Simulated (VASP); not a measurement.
# KI (P6_3/mmc) in VASP: notebook

KI is run at these levels: LDA, PBE; tasks: single point.

Program: VASP 6.6.1. These are calculated values, not measurements. Logs are shortened: lines on timing, memory, paths and dates and some standing lists are left out, and cuts for length are marked.

### Step 1. The cell of the first run

Symmetry: P6_3/mmc, No. 194, hexagonal system. The conventional cell has a = 6.039 Å, b = 6.039 Å, c = 7.039 Å, α = 90.00°, β = 90.00°, γ = 120.00°. K (site symmetry -6m2) has 5 I at 3.49 to 3.52 Å within 4.6 Å. I (site symmetry -6m2) has 5 K at 3.49 to 3.52 Å within 4.6 Å.

### Step 2. Single point, LDA

INCAR

```
SYSTEM = KI
ALGO = Normal ; EDIFF = 1E-6
ENCUT = 500 ; GGA_COMPAT = .False.
ISIF = 2 ; ISMEAR = 0
LASPH = .True. ; LCHARG = .True.
LELF = .True. ; LREAL = .False.
LVHAR = .True. ; LWAVE = .False.
NBANDS = 24 ; NELM = 120
PREC = Accurate ; SIGMA = 0.01
```

KPOINTS

```
k-points
0
Gamma
  6 6 2
  0 0 0
```

POSCAR

```
KI
1.0
    6.0388285611      0.0000000000      0.0000000000
   -3.0194142806      5.2297789430      0.0000000000
    0.0000000000      0.0000000000      7.0391100750
K I
2 2
Direct
    0.3333333333      0.6666666667      0.2500000000
    0.6666666667      0.3333333333      0.7500000000
    0.6666666667      0.3333333333      0.2500000000
    0.3333333333      0.6666666667      0.7500000000
```

Potentials or basis: VASP PAW LDA potentials, release 64 (K_sv, I).

Run with:

```sh
cat potpaw_LDA.64/K_sv/POTCAR potpaw_LDA.64/I/POTCAR > POTCAR
mpirun -np 1 vasp_std > vasp.out
```

OUTCAR:

```text
SYSTEM = KI
   EDIFF = 1E-6
   ENCUT = 500
   ISIF = 2
   ISMEAR = 0
   LASPH = .True.
   LREAL = .False.
   NELM = 120
   PREC = Accurate

 ion  position               nearest neighbor table
   1  0.333  0.667  0.250-   3 3.49   3 3.49   3 3.49   4 3.52   4 3.52
   2  0.667  0.333  0.750-   4 3.49   4 3.49   4 3.49   3 3.52   3 3.52
   3  0.667  0.333  0.250-   1 3.49   1 3.49   1 3.49   2 3.52   2 3.52
   4  0.333  0.667  0.750-   2 3.49   2 3.49   2 3.49   1 3.52   1 3.52

  LATTYP: Found a hexagonal cell.
 ALAT       =     6.0388285611
 C/A-ratio  =     1.1656416478

  Lattice vectors:

 A1 = (   6.0388285611,   0.0000000000,   0.0000000000)
 A2 = (  -3.0194142806,   5.2297789430,   0.0000000000)
 A3 = (   0.0000000000,   0.0000000000,   7.0391100750)

Analysis of symmetry for initial positions (statically):
=====================================================================
 Subroutine PRICEL returns:
 Original cell was already a primitive cell.

 Routine SETGRP: Setting up the symmetry group for a
 hexagonal supercell.

 Subroutine GETGRP returns: Found 24 space group operations
 (whereof 12 operations were pure point group operations)
 out of a pool of 24 trial point group operations.

The static configuration has the point symmetry D_3d.
 The point group associated with its full space group is D_6h.

Analysis of symmetry for dynamics (positions and initial velocities):
=====================================================================
 Subroutine PRICEL returns:
 Original cell was already a primitive cell.

 Routine SETGRP: Setting up the symmetry group for a
 hexagonal supercell.

 Subroutine GETGRP returns: Found 24 space group operations
 (whereof 12 operations were pure point group operations)
 out of a pool of 24 trial point group operations.

The dynamic configuration has the point symmetry D_3d.
 The point group associated with its full space group is D_6h.

 Subroutine INISYM returns: Found 24 space group operations
 (whereof 12 operations are pure point group operations),
 and found     1 'primitive' translations

----------------------------------------------------------------------------------------

                                     Primitive cell

  volume of cell :     222.3073

  direct lattice vectors                    reciprocal lattice vectors
     6.038828561  0.000000000  0.000000000     0.165595031  0.095606335  0.000000000
    -3.019414281  5.229778943  0.000000000     0.000000000  0.191212671  0.000000000
     0.000000000  0.000000000  7.039110075     0.000000000  0.000000000  0.142063413

  length of vectors
     6.038828561  6.038828561  7.039110075     0.191212671  0.191212671  0.142063413

  position of ions in fractional coordinates (direct lattice)
     0.333333333  0.666666667  0.250000000
     0.666666667  0.333333333  0.750000000
     0.666666667  0.333333333  0.250000000
     0.333333333  0.666666667  0.750000000

  ion indices of the primitive-cell ions
   primitive index   ion index
                 1           1
                 2           2
                 3           3
                 4           4

----------------------------------------------------------------------------------------

 KPOINTS: k-points

Automatic generation of k-mesh.
 Grid dimensions read from file:
 generate k-points for:    6    6    2

 Generating k-lattice:

  Cartesian coordinates                     Fractional coordinates (reciprocal lattice)
     0.027599172  0.015934389  0.000000000     0.166666667  0.000000000  0.000000000
     0.000000000  0.031868778  0.000000000     0.000000000  0.166666667  0.000000000
     0.000000000  0.000000000  0.071031706     0.000000000  0.000000000  0.500000000

  Length of vectors
     0.031868778  0.031868778  0.071031706

  Shift w.r.t. Gamma in fractional coordinates (k-lattice)
     0.000000000  0.000000000  0.000000000

 Subroutine IBZKPT returns following result:
 ===========================================

 Found     14 irreducible k-points:

 Following reciprocal coordinates:
            Coordinates               Weight
  0.000000  0.000000  0.000000      1.000000
  0.166667 -0.000000  0.000000      6.000000
  0.333333 -0.000000  0.000000      6.000000
  0.500000 -0.000000  0.000000      3.000000
  0.166667  0.166667  0.000000      6.000000
  0.333333  0.166667  0.000000     12.000000
  0.333333  0.333333  0.000000      2.000000
  0.000000  0.000000  0.500000      1.000000
  0.166667 -0.000000  0.500000      6.000000
  0.333333 -0.000000  0.500000      6.000000
  0.500000 -0.000000  0.500000      3.000000
  0.166667  0.166667  0.500000      6.000000
  0.333333  0.166667  0.500000     12.000000
  0.333333  0.333333  0.500000      2.000000
   k-points           NKPTS =     14   k-points in BZ     NKDIM =     14   number of bands    NBANDS=     24
   number of dos      NEDOS =    301   number of ions     NIONS =      4
   total plane-waves  NPLWV = 124416
   dimension x,y,z NGX =    48 NGY =   48 NGZ =   54
   dimension x,y,z NGXF=    96 NGYF=   96 NGZF=  108
   ions per type =               2   2
   NGX,Y,Z   is equivalent  to a cutoff of  13.21, 13.21, 12.75 a.u.
   NGXF,Y,Z  is equivalent  to a cutoff of  26.43, 26.43, 25.51 a.u.
 SYSTEM =  KI
   PREC   = accura    normal or accurate (medium, high low for compatibility)
   ISTART =      0    job   : 0-new  1-cont  2-samecut
   ICHARG =      2    charge: 1-file 2-atom 10-const
   ISPIN  =      1    spin polarized calculation?
   LNONCOLLINEAR =      F non collinear calculations
   LSORBIT =      F    spin-orbit coupling
   LASPH  =      T    aspherical Exc in radial PAW
   ENCUT  =  500.0 eV  36.75 Ry    6.06 a.u.  11.01 11.01 12.83*2*pi/ulx,y,z
   NELM   =    120;   NELMIN=  2; NELMDL= -5     # of ELM steps
   EDIFF  = 0.1E-05   stopping-criterion for ELM
   LREAL  =      F    real-space projection
   EDIFFG = 0.1E-04   stopping-criterion for IOM
   NSW    =      0    number of steps for IOM
   IBRION =     -1    ionic relax: 0-MD 1-quasi-New 2-CG
   NFREE  =      0    steps in history (QN), initial steepest desc. (CG)
   ISIF   =      2    stress and relaxation
   ISYM   =      2    0-nonsym 1-usesym 2-fastsym
   POTIM  = 0.5000    time-step for ionic-motion
   TEBEG  =    0.0;   TEEND  =   0.0 temperature during run
   PSTRESS=    0.0 pullay stress
   NELECT =      32.0000    total number of electrons
   NUPDOWN=      -1.0000    fix difference up-down
   EMIN   =  10.00;   EMAX   =-10.00  energy-range for DOS
   EFERMI =   0.00;   METHOD = LEGACY
   ISMEAR =     0;   SIGMA  =   0.01  broadening in eV -4-tet -1-fermi 0-gaus
   EFERMI_NEDOS =   21; number of points for ismear=-14 and -15
   IALGO  =     38    algorithm
   IMIX   =      4    mixing-type and parameters
     AMIX     =   0.40;   BMIX     =  1.00
     AMIX_MAG =   1.60;   BMIX_MAG =  1.00
  volume/ion in A,a.u.               =      55.58       375.05
  Fermi-wavevector in a.u.,A,eV,Ry     =   0.857973  1.621334 10.015486  0.736117
  Thomas-Fermi vector in A             =   1.975107
   LORBIT       =      0    0 simple, 1 ext, 2 COOP (PROOUT), +10 PAW based schemes
   GGA     = CA    functional components
   LHFCALC =     F    Hartree Fock is set to
   AEXX    =    0.0000 exact exchange contribution
   IVDW    =     0    specifies the selected vdW correction
   LEPSILON=     F    determine dielectric tensor
   LRPA    =     F    only Hartree local field effects (RPA)
 non-spin polarized calculation
 Gauss-broadening in eV      SIGMA  =   0.01
  energy-cutoff  :      500.00
  volume of cell :      222.31
 maximum number of plane-waves:      5672
 NGX is ok and might be reduce to    48
   NGX = 21   NGY = 21   NGZ = 25

 number of electron      32.0000002 magnetization

 Free energy of the ion-electron system (eV)
  ---------------------------------------------------
  ext. energy  EPLUGINS =         0.00000000
  ---------------------------------------------------
  free energy    TOTEN  =       -11.92135329 eV

  energy without entropy =      -11.92135329  energy(sigma->0) =      -11.92135329

 E-fermi :  -1.6104     XC(G=0):  -6.5669

 val. band max:       -1.6827061762   @ k =   0.0000   0.0000   0.0000
 cond. band min:       1.8097172360   @ k =   0.0000   0.0000   0.0000
 fundamental gap:      3.4924234122
 Fermi energy:        -1.6104396777

 k-point     1 :       0.0000    0.0000    0.0000
  band No.  band energies     occupation
      1     -29.9627      2.00000
      2     -29.9602      2.00000
      3     -13.7188      2.00000
      4     -13.7107      2.00000
      5     -13.7107      2.00000
      6     -13.6943      2.00000
[... 16 lines left out ...]
     23       5.1883      0.00000
     24       6.1755      0.00000

 k-point     2 :       0.1667   -0.0000    0.0000
  band No.  band energies     occupation
      1     -29.9625      2.00000
      2     -29.9603      2.00000
      3     -13.7225      2.00000
      4     -13.7162      2.00000
      5     -13.7119      2.00000
      6     -13.7083      2.00000
[... 16 lines left out ...]
     23       5.4656      0.00000
     24       5.5987      0.00000

 k-point     3 :       0.3333   -0.0000    0.0000
  band No.  band energies     occupation
      1     -29.9621      2.00000
      2     -29.9606      2.00000
      3     -13.7458      2.00000
      4     -13.7352      2.00000
      5     -13.7143      2.00000
      6     -13.7097      2.00000
[... 16 lines left out ...]
     23       5.3725      0.00000
     24       5.7717      0.00000
[... 244 lines left out ...]
 k-point    13 :       0.3333    0.1667    0.5000
  band No.  band energies     occupation
      1     -29.9613      2.00000
      2     -29.9613      2.00000
      3     -13.7991      2.00000
      4     -13.7991      2.00000
      5     -13.7058      2.00000
      6     -13.7058      2.00000
[... 16 lines left out ...]
     23       5.6007      0.00000
     24       5.6007      0.00000

 k-point    14 :       0.3333    0.3333    0.5000
  band No.  band energies     occupation
      1     -29.9613      2.00000
      2     -29.9613      2.00000
      3     -13.8049      2.00000
      4     -13.8049      2.00000
      5     -13.7072      2.00000
      6     -13.7072      2.00000
[... 16 lines left out ...]
     23       5.6503      0.00000
     24       5.6503      0.00000

------------------------ aborting loop because EDIFF is reached ----------------------------------------

  FORCE on cell =-STRESS in cart. coord.  units (eV):
  Direction    XX          YY          ZZ          XY          YZ          ZX
  --------------------------------------------------------------------------------------
  -------------------------------------------------------------------------------------
  Total       -1.2743992     -1.2743992     -1.5456382      0.0000000      0.0000000      0.0000000
  in kB       -9.1846431     -9.1846431    -11.1394724      0.0000000      0.0000000      0.0000000
  external PRESSURE =      -9.8362529 kB  Pullay stress =       0.0000000 kB

 VOLUME and BASIS-vectors are now :
 -----------------------------------------------------------------------------
  energy-cutoff  :      500.00
  volume of cell :      222.31
      direct lattice vectors                 reciprocal lattice vectors
     6.038828561  0.000000000  0.000000000     0.165595031  0.095606335  0.000000000
    -3.019414281  5.229778943  0.000000000     0.000000000  0.191212671  0.000000000
     0.000000000  0.000000000  7.039110075     0.000000000  0.000000000  0.142063413

 POSITION                                       TOTAL-FORCE (eV/Angst)
 -----------------------------------------------------------------------------------
     -0.00000      3.48652      1.75978        -0.000000      0.000000      0.000000
      3.01941      1.74326      5.27933        -0.000000     -0.000000      0.000000
      3.01941      1.74326      1.75978         0.000000     -0.000000      0.000000
     -0.00000      3.48652      5.27933        -0.000000      0.000000      0.000000
 -----------------------------------------------------------------------------------
    total drift:                               -0.000000      0.000000     -0.000000

  FREE ENERGIE OF THE ION-ELECTRON SYSTEM (eV)
  ---------------------------------------------------
  free  energy   TOTEN  =       -11.9213532904 eV

  energy  without entropy=      -11.9213532904  energy(sigma->0) =      -11.92135329
```

Run time: 2.4 min. Hardware: 1 thread of Intel Xeon 8259CL, shared host; peak memory 0.29 GiB.

Results:

| Item | Value |
| --- | --- |
| Free energy | -11.9214 eV |
| Pressure | -1.0 GPa |
| Band gap on the k mesh | 3.49 eV |

Levels at points of the mesh, in eV from the valence-band top:
| k point | band 12 | band 13 | band 14 | band 15 | band 16 | band 17 | band 18 | band 19 | band 20 | band 21 |
| --- | --- | --- | --- | --- | --- | --- | --- | --- | --- | --- |
| (0.00, 0.00, 0.00) | -0.56 | -0.56 | -0.29 | -0.29 | 0.00 | 3.49 | 5.54 | 6.13 | 6.13 | 6.85 |
| (0.50, 0.00, 0.00) | -0.62 | -0.59 | -0.53 | -0.32 | -0.16 | 5.11 | 5.32 | 5.61 | 5.63 | 6.32 |
| (0.00, 0.00, 0.50) | -0.73 | -0.44 | -0.44 | -0.44 | -0.44 | 4.69 | 4.69 | 6.76 | 6.76 | 6.76 |
| (0.50, 0.00, 0.50) | -1.06 | -0.42 | -0.42 | -0.28 | -0.28 | 5.21 | 5.21 | 6.86 | 6.86 | 6.92 |

Caveat: the k points lie up to 0.45 Å⁻¹ apart; spin-orbit coupling is left out, which moves the levels of the heavy elements. A k mesh can miss the band edges.

[end of part 1 of 2]
